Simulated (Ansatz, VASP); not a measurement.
# One calculation of TaBr, two programs

Contents of INCAR:

```
SYSTEM = TaBr
  PREC = Accurate
  ENCUT = 600
  EDIFF = 1E-6
  ISMEAR = 0
  SIGMA = 0.1
  LREAL = .False.
  LASPH = .True.
  NELM = 80
  ALGO = Normal
  ISIF = 3
  LWAVE = .False.
  LCHARG = .False.
  GGA = PE
  IBRION = 2
  NSW = 100
  EDIFFG = -0.01
```

Contents of KPOINTS:

```
Automatic mesh
0
Gamma
  16 16 16
  0 0 0
```

Contents of POSCAR:

```
TaBr
1.0
    3.2873143771      0.0000000000      0.0000000000
    0.0000000000      3.2873143771      0.0000000000
    0.0000000000      0.0000000000      3.2873143771
Ta Br
1 1
Direct
    0.5000000000      0.5000000000      0.5000000000
    0.0000000000      0.0000000000      0.0000000000
```

Input for Ansatz:

```yaml
crystal:
  lattice:
    - [3.2873143771, 0.0, 0.0]
    - [0.0, 3.2873143771, 0.0]
    - [0.0, 0.0, 3.2873143771]
  atoms:
    - { symbol: Ta, position: [0.5, 0.5, 0.5] }
    - { symbol: Br, position: [0.0, 0.0, 0.0] }
basis:
  ecutwfc: 420
kpoints:
  mp_grid: { grid: [16, 16, 16] }
hamiltonian:
  xc: pbe
scf:
  occupations: { method: gaussian, width: 0.1 }
output:
  forces: true
  stress: true
  eigenvalues: true
relax:
  adjacent_minimum: "off"
  f_tol: 0.01
  max_steps: 80
  cell: { stress_tol: 0.05 }
```

Change from the starting cell: species swapped into the TiRu type (Pm-3m, No. 221).

Alike in both runs: task relaxation of cell and atoms; functional PBE; k mesh 16 × 16 × 16; occupations gaussian, width 0.1 eV; no spin polarisation.

```csv
,VASP,Ansatz
version,VASP 6.6.1,Ansatz 0.2.0
potentials or method,"VASP PAW PBE potentials, release 64 (Ta_pv, Br), cutoff 600 eV","scalar-relativistic, plane waves, PAW"
valence electrons in the cell,18,20
```

|  | VASP | Ansatz | Ansatz less VASP |
| --- | --- | --- | --- |
| gap on the k mesh at the Fermi level, each at its own relaxed structure (eV) | none | none | - |
| relaxed volume (Å³/atom) | 17.88 | 17.86 | -0.018 |
| relaxed length of the cell vector where the two differ most in proportion (Å) | 3.295 | 3.294 | -0.0011 |

A gap of «none» marks a metal or a gap that the smearing closes. VASP's potentials hold 18 valence electrons a cell and Ansatz's 20, so a difference there can come from the potentials and not from the codes.

Neither program's run includes spin-orbit coupling.
